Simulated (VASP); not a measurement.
# Sc2SiF2 (P-6m2) in VASP: further runs

Sc2SiF2 is run at these levels: PBE; tasks: single point.

All numbers are computed with VASP 6.6.1; they aren't measurements. Logs are shortened: lines on timing, memory, paths and dates and some standing lists are left out, and cuts for length are marked.

### 1 The cell of the first run

Symmetry: P-6m2, No. 187, hexagonal system. Conventional cell: a = 3.736 Å, b = 3.736 Å, c = 6.330 Å, α = 90.00°, β = 90.00°, γ = 120.00°. Within 3.5 Å of Sc (site symmetry 3m) lie 6 F at 2.61 Å and 3 Si at 2.75 Å and 2 Sc at 2.93 to 3.40 Å. Si (site symmetry -6m2) has 6 Sc at 2.75 Å and 8 F at 3.17 to 3.83 Å and 6 Si at 3.74 Å within 3.9 Å. F (site symmetry -6m2) has 3 F at 2.16 Å and 6 Sc at 2.61 Å within 2.9 Å. F (site symmetry -6m2) has 3 F at 2.16 Å and 6 Sc at 2.61 Å within 2.9 Å.

The cell was built from a structure type or drawn by symmetry, and may not be a known phase.

### 2 Single point, PBE

Input file INCAR:

```
PREC = Accurate
ENCUT = 600
EDIFF = 1E-6
ISMEAR = 0
SIGMA = 0.1
LREAL = False
LASPH = True
NELM = 120
ALGO = Normal
ISIF = 2
LWAVE = False
LCHARG = False
GGA = PE
NBANDS = 28
GGA_COMPAT = False
```

Input file KPOINTS:

```
regular mesh
0
Gamma
  6 6 4
```

Input file POSCAR:

```
Sc2SiF2
1.0
    3.7356128847      0.0000000000      0.0000000000
   -1.8678064424      3.2351356569      0.0000000000
    0.0000000000      0.0000000000      6.3302599690
Sc Si F
2 1 2
Direct
    0.0000000000      0.0000000000      0.7311650969
    0.0000000000      0.0000000000      0.2688349031
    0.3333333333      0.6666666667      0.0000000000
    0.6666666667      0.3333333333      0.5000000000
    0.3333333333      0.6666666667      0.5000000000
```

Potentials or basis: VASP PAW PBE potentials, release 64 (Sc_sv, Si, F).

Launch:

```sh
$ cat potpaw_PBE.64/Sc_sv/POTCAR potpaw_PBE.64/Si/POTCAR potpaw_PBE.64/F/POTCAR > POTCAR
$ mpirun -np 1 vasp_std > vasp.out
```

OUTCAR:

```text
PREC = Accurate
   ENCUT = 600
   EDIFF = 1E-6
   ISMEAR = 0
   LREAL = False
   LASPH = True
   NELM = 120
   ISIF = 2
   GGA = PE

 ion  position               nearest neighbor table
   1  0.000  0.000  0.731-   4 2.61   5 2.61   4 2.61   5 2.61   4 2.61   5 2.61   3 2.75   3 2.75
                             3 2.75   2 2.93   2 3.40
   2  0.000  0.000  0.269-   4 2.61   5 2.61   4 2.61   5 2.61   4 2.61   5 2.61   3 2.75   3 2.75
                             3 2.75   1 2.93   1 3.40
   3  0.333  0.667  0.000-   1 2.75   2 2.75   1 2.75   2 2.75   1 2.75   2 2.75
   4  0.667  0.333  0.500-   1 2.61   2 2.61   1 2.61   2 2.61   1 2.61   2 2.61
   5  0.333  0.667  0.500-   1 2.61   2 2.61   1 2.61   2 2.61   1 2.61   2 2.61

  LATTYP: Found a hexagonal cell.
 ALAT       =     3.7356128847
 C/A-ratio  =     1.6945706540

  Lattice vectors:

 A1 = (   3.7356128847,   0.0000000000,   0.0000000000)
 A2 = (  -1.8678064424,   3.2351356569,   0.0000000000)
 A3 = (   0.0000000000,   0.0000000000,   6.3302599690)

Analysis of symmetry for initial positions (statically):
=====================================================================
 Subroutine PRICEL returns:
 Original cell was already a primitive cell.

 Routine SETGRP: Setting up the symmetry group for a
 hexagonal supercell.

 Subroutine GETGRP returns: Found 12 space group operations
 (whereof 12 operations were pure point group operations)
 out of a pool of 24 trial point group operations.

The static configuration has the point symmetry D_3h.

Analysis of symmetry for dynamics (positions and initial velocities):
=====================================================================
 Subroutine PRICEL returns:
 Original cell was already a primitive cell.

 Routine SETGRP: Setting up the symmetry group for a
 hexagonal supercell.

 Subroutine GETGRP returns: Found 12 space group operations
 (whereof 12 operations were pure point group operations)
 out of a pool of 24 trial point group operations.

The dynamic configuration has the point symmetry D_3h.

 Subroutine INISYM returns: Found 12 space group operations
 (whereof 12 operations are pure point group operations),
 and found     1 'primitive' translations

----------------------------------------------------------------------------------------

                                     Primitive cell

  volume of cell :      76.5025

  direct lattice vectors                    reciprocal lattice vectors
[... 91 lines left out ...]
   EDIFFG = 0.1E-04   stopping-criterion for IOM
   NSW    =      0    number of steps for IOM
   IBRION =     -1    ionic relax: 0-MD 1-quasi-New 2-CG
   NFREE  =      0    steps in history (QN), initial steepest desc. (CG)
   ISIF   =      2    stress and relaxation
   ISYM   =      2    0-nonsym 1-usesym 2-fastsym
   POTIM  = 0.5000    time-step for ionic-motion
   TEBEG  =    0.0;   TEEND  =   0.0 temperature during run
   PSTRESS=    0.0 pullay stress
   NELECT =      40.0000    total number of electrons
   NUPDOWN=      -1.0000    fix difference up-down
   EMIN   =  10.00;   EMAX   =-10.00  energy-range for DOS
   EFERMI =   0.00;   METHOD = LEGACY
   ISMEAR =     0;   SIGMA  =   0.10  broadening in eV -4-tet -1-fermi 0-gaus
   EFERMI_NEDOS =   21; number of points for ismear=-14 and -15
   IALGO  =     38    algorithm
   IMIX   =      4    mixing-type and parameters
     AMIX     =   0.40;   BMIX     =  1.00
     AMIX_MAG =   1.60;   BMIX_MAG =  1.00
  volume/ion in A,a.u.               =      15.30       103.25
  Fermi-wavevector in a.u.,A,eV,Ry     =   1.318873  2.492308 23.666314  1.739425
  Thomas-Fermi vector in A             =   2.448811
   LORBIT       =      0    0 simple, 1 ext, 2 COOP (PROOUT), +10 PAW based schemes
   GGA     = PE    functional components
   LHFCALC =     F    Hartree Fock is set to
   AEXX    =    0.0000 exact exchange contribution
   IVDW    =     0    specifies the selected vdW correction
   LEPSILON=     F    determine dielectric tensor
   LRPA    =     F    only Hartree local field effects (RPA)
 non-spin polarized calculation
 Gauss-broadening in eV      SIGMA  =   0.10
  energy-cutoff  :      600.00
  volume of cell :       76.50
 maximum number of plane-waves:      2587
 NGX is ok and might be reduce to    30
   NGX = 15   NGY = 15   NGZ = 25

 number of electron      40.0000030 magnetization

 Free energy of the ion-electron system (eV)
  ---------------------------------------------------
  ext. energy  EPLUGINS =         0.00000000
  ---------------------------------------------------
  free energy    TOTEN  =       -29.72868111 eV

  energy without entropy =      -29.71456114  energy(sigma->0) =      -29.72162113

 E-fermi :   5.0956     XC(G=0): -10.4265

 val. band max:        5.0939990861   @ k =   0.0000   0.0000   0.5000
 cond. band min:       5.1016290175   @ k =   0.1667   0.0000   0.2500
 fundamental gap:      0.0076299314
 Fermi energy:         5.0956337661

 k-point     1 :       0.0000    0.0000    0.0000
  band No.  band energies     occupation
      1     -45.2152      2.00000
      2     -45.1726      2.00000
      3     -24.0086      2.00000
      4     -23.8082      2.00000
      5     -23.8082      2.00000
      6     -23.7687      2.00000
[... 640 lines left out ...]
     27       7.4074      0.00000
     28       8.4688      0.00000

------------------------ aborting loop because EDIFF is reached ----------------------------------------

  FORCE on cell =-STRESS in cart. coord.  units (eV):
  Direction    XX          YY          ZZ          XY          YZ          ZX
  --------------------------------------------------------------------------------------
  -------------------------------------------------------------------------------------
  Total       -0.0186592     -0.0186592      0.0194160      0.0000000      0.0000000     -0.0000000
  in kB       -0.3907760     -0.3907760      0.4066252      0.0000000      0.0000000     -0.0000000
  external PRESSURE =      -0.1249756 kB  Pullay stress =       0.0000000 kB

 VOLUME and BASIS-vectors are now :
 -----------------------------------------------------------------------------
  energy-cutoff  :      600.00
  volume of cell :       76.50
      direct lattice vectors                 reciprocal lattice vectors
     3.735612885  0.000000000  0.000000000     0.267693691  0.154553024  0.000000000
    -1.867806442  3.235135657  0.000000000     0.000000000  0.309106049  0.000000000
     0.000000000  0.000000000  6.330259969     0.000000000  0.000000000  0.157971395

 POSITION                                       TOTAL-FORCE (eV/Angst)
 -----------------------------------------------------------------------------------
      0.00000      0.00000      4.62847         0.000000     -0.000000     -0.007287
      0.00000      0.00000      1.70179         0.000000     -0.000000      0.007287
     -0.00000      2.15676      0.00000         0.000000     -0.000000      0.000000
      1.86781      1.07838      3.16513        -0.000000     -0.000000      0.000000
     -0.00000      2.15676      3.16513         0.000000      0.000000      0.000000
 -----------------------------------------------------------------------------------
    total drift:                               -0.000000      0.000000      0.000000

  FREE ENERGIE OF THE ION-ELECTRON SYSTEM (eV)
  ---------------------------------------------------
  free  energy   TOTEN  =       -29.7286811096 eV

  energy  without entropy=      -29.7145611443  energy(sigma->0) =      -29.72162113
```

Wall time 29 s (1 thread of Intel Xeon 6975P-C (Granite Rapids), shared host); peak memory 0.23 GiB.

What came out:

```yaml
Free_energy: -29.7287 eV
Pressure: 0.0 GPa
Largest_force: 0.007 eV/Å
Band_gap_on_the_k_mesh: zero (bands 20 and 21 overlap by 0.56 eV)
```

Forces in eV/Å, atoms in the order of the input:
```
Sc   0.000  0.000 -0.007
Sc   0.000  0.000  0.007
Si   0.000  0.000  0.000
F    0.000  0.000  0.000
F    0.000  0.000  0.000
```

### 3 Single point, PBE

This run uses another cell than the first one, of 17.87 Å³/atom.

Input file INCAR:

```
ALGO = Normal ; EDIFF = 1E-6
ENCUT = 600 ; GGA = PE
GGA_COMPAT = F ; ISIF = 2
ISMEAR = 0 ; LASPH = T
LCHARG = F ; LREAL = F
LWAVE = F ; NBANDS = 28
NELM = 120 ; PREC = Accurate
SIGMA = 0.1
```

Input file KPOINTS:

```
k-points
0
Gamma
  6 6 4
```

Input file POSCAR:

```
Sc2SiF2
1.0
    4.2826107600      0.0000000000      0.0000000000
   -2.1413053800      3.7088497200      0.0000000000
    0.0000000000      0.0000000000      5.6252588800
Sc Si F
2 1 2
Direct
    0.0000000000      0.0000000000      0.7758951600
    0.0000000000      0.0000000000      0.2241048400
    0.3333333300      0.6666666700      0.0000000000
    0.6666666700      0.3333333300      0.5000000000
    0.3333333300      0.6666666700      0.5000000000
```

Potentials or basis: VASP PAW PBE potentials, release 64 (Sc_sv, Si, F).

Launch:

```sh
$ cat potpaw_PBE.64/Sc_sv/POTCAR potpaw_PBE.64/Si/POTCAR potpaw_PBE.64/F/POTCAR > POTCAR
$ mpirun -np 1 vasp_std > vasp.out
```

Run time: 31 s. Hardware: 1 thread of Intel Xeon 6975P-C (Granite Rapids), shared host; peak memory 0.26 GiB.

It converged, with:

| Property | Result |
| --- | --- |
| Free energy | -27.6419 eV |
| Pressure | -4.2 GPa |
| Largest force | 3.804 eV/Å |
| Band gap on the k mesh | zero (bands 20 and 21 overlap by 0.26 eV) |

Forces on the atoms (eV/Å):
```
Sc   0.000  0.000 -3.804
Sc   0.000  0.000  3.804
Si   0.000  0.000  0.000
F    0.000  0.000  0.000
F    0.000  0.000  0.000
```

Stress tensor (GPa, compression positive):
```
-9.75  0.00  0.00
 0.00 -9.75  0.00
 0.00  0.00  6.91
```

Levels at points of the mesh, in eV from the Fermi level:
```csv
k point,band 16,band 17,band 18,band 19,band 20,band 21,band 22,band 23,band 24,band 25
"(0.00, 0.00, 0.00)",-3.12,-3.12,-1.07,-1.07,-0.67,0.21,0.67,0.67,1.57,1.57
"(0.50, 0.00, 0.00)",-3.24,-2.61,-2.51,-1.45,-0.50,0.55,1.19,1.61,1.73,2.31
"(0.00, 0.00, 0.50)",-3.08,-3.08,-1.52,-1.22,-1.22,0.72,0.72,0.84,1.55,1.85
"(0.50, 0.00, 0.50)",-3.26,-2.59,-2.29,-1.39,-0.45,0.69,1.58,1.75,1.89,2.32
```

Caveat: the cell stands under tension; forces of over 1 eV/Å act on the atoms, so gaps and moduli don't describe the material at rest.
